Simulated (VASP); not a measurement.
The system is In7O.

```
In O
1.0
     4.40000    2.54034    2.66000
    -4.40000    2.54034    2.66000
     0.00000   -5.08068    2.66000
In O
7 1
Direct
  0.92860 0.35710 0.21430
  0.35710 0.21430 0.92860
  0.78570 0.07140 0.64290
  0.64290 0.78570 0.07140
  0.07140 0.64290 0.78570
  0.21430 0.92860 0.35710
  0.50000 0.50000 0.50000
  0.00000 0.00000 0.00000
```

This cell differs from its parent crystal: with an interstitial atom.

- Program: VASP 6.6.1
- Task: relaxation of cell and atoms
- Functional: PBE
- Potentials or basis: VASP PAW PBE potentials, release 64 (In_d, O)
- Cutoff: 600 eV
- k mesh: 3 × 3 × 3
- Occupations: gaussian, width 0.2 eV
- Spin: no spin polarisation

At the start: pressure 7.0 GPa; volume 22.30 Å³/atom.

Question: Where does the relaxation end?

Answer: Over 9 steps the energy falls by 77.7 meV/atom and the volume is 25.25 Å³/atom (+13.2 %); space group R-3 (No. 148, to 0.1 Å) before and after.

Step by step:
```tsv
step	energy change (eV)	largest force (eV/Å)	pressure (GPa)	volume (Å³)
1	0.0000	0.6853	6.95	178.39
2	-0.5051	0.2337	-0.51	204.55
3	-0.5089	0.2262	-0.04	202.06
4	-0.5088	0.2269	-0.14	202.55
5	-0.5237	0.2139	-0.16	202.64
6	-0.5623	0.1742	-0.19	202.90
7	-0.6070	0.1048	-0.16	203.40
8	-0.6103	0.1022	-0.11	203.60
9	-0.6220	0.0750	0.05	201.99
```

Final structure:
```yaml
crystal:
  lattice:
    - [4.61536, 2.66468, 2.73735]
    - [-4.61536, 2.66468, 2.73735]
    - [0.00000, -5.32936, 2.73735]
  atoms:
    - { symbol: In, position: [0.93792, 0.37456, 0.19773] }
    - { symbol: In, position: [0.37456, 0.19773, 0.93792] }
    - { symbol: In, position: [0.80227, 0.06208, 0.62544] }
    - { symbol: In, position: [0.62544, 0.80227, 0.06208] }
    - { symbol: In, position: [0.06208, 0.62544, 0.80227] }
    - { symbol: In, position: [0.19773, 0.93792, 0.37456] }
    - { symbol: In, position: [0.50000, 0.50000, 0.50000] }
    - { symbol: O, position: [0.00000, 0.00000, 0.00000] }
```

Caveat: the k points lie up to 0.37 Å⁻¹ apart in the final cell, too coarse for converged energies and pressures of a metal; the cell differs from its parent crystal (with an interstitial atom); an odd number of electrons without spin polarisation forces a metal; a magnetic or distorted state may lie lower; the relaxation stopped at a loose force limit of 0.08 eV/Å, so its end isn't a converged minimum.
